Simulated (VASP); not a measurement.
Crystal: InGa5As6.

```
CELL_PARAMETERS angstrom
3.95001 0.00000 0.00000
0.00000 3.95001 0.00000
0.00000 0.00000 16.75847
ATOMIC_POSITIONS crystal
In 0.00000 0.00000 0.50000
Ga 0.00000 0.00000 0.83333
Ga 0.50000 0.50000 0.00000
Ga 0.00000 0.00000 0.16667
Ga 0.50000 0.50000 0.33333
Ga 0.50000 0.50000 0.66667
As 0.50000 0.00000 0.08333
As 0.00000 0.50000 0.25000
As 0.50000 0.00000 0.41667
As 0.00000 0.50000 0.58333
As 0.50000 0.00000 0.75000
As 0.00000 0.50000 0.91667
```

- Program: VASP 6.6.1
- Task: relaxation of cell and atoms
- Functional: PBE
- Potentials or basis: VASP PAW PBE potentials, release 64 (In_d, Ga_d, As)
- Cutoff: 600 eV
- k mesh: 4 × 4 × 1
- Occupations: gaussian, width 0.1 eV
- Spin: no spin polarisation

At the start: pressure 10.5 GPa; volume 21.79 Å³/atom.

Problem. How do energy, volume and symmetry change on relaxing?

Solution. Over 13 steps the energy falls by 116.7 meV/atom and the volume is 24.87 Å³/atom (+14.1 %); space group P-4m2 (No. 115, to 0.1 Å) before and after.

The path:
| step | energy change (eV) | largest force (eV/Å) | pressure (GPa) | volume (Å³) |
| --- | --- | --- | --- | --- |
| 1 | 0.0000 | 2.1172 | 10.53 | 261.48 |
| 2 | -1.0876 | 0.4406 | -3.18 | 319.51 |
| 3 | -1.2701 | 0.5853 | -0.19 | 300.75 |
| 4 | -1.2705 | 0.5635 | -0.33 | 301.57 |
| 5 | -1.3116 | 0.3485 | -0.16 | 300.26 |
| 6 | -1.3492 | 0.2634 | 0.28 | 297.33 |
| 7 | -1.3674 | 0.2146 | -0.09 | 299.23 |
| 8 | -1.3731 | 0.1715 | -0.42 | 301.01 |
| 9 | -1.3862 | 0.1653 | -0.01 | 298.63 |
| 10 | -1.3882 | 0.1629 | 0.23 | 297.34 |
| 11 | -1.3966 | 0.1129 | 0.07 | 298.14 |
| 12 | -1.3985 | 0.1078 | -0.05 | 298.77 |
| 13 | -1.4003 | 0.0098 | 0.01 | 298.41 |

Final structure:
```xyz
12
Lattice="4.1501 0.0000 0.0000 0.0000 4.1501 0.0000 0.0000 0.0000 17.3257" Properties=species:S:1:pos:R:3 pbc="T T T"
In    0.0000    0.0000    8.6629
Ga    0.0000    0.0000   14.5122
Ga    2.0751    2.0751    0.0000
Ga    0.0000    0.0000    2.8136
Ga    2.0751    2.0751    5.6301
Ga    2.0751    2.0751   11.6956
As    2.0751    0.0000    1.4074
As    4.1502    2.0751    4.2204
As    2.0751    0.0000    7.0245
As    0.0000    2.0751   10.3013
As    2.0751    0.0000   13.1053
As    0.0000    2.0751   15.9184
```

Caveat: the k points lie up to 0.38 Å⁻¹ apart in the final cell.
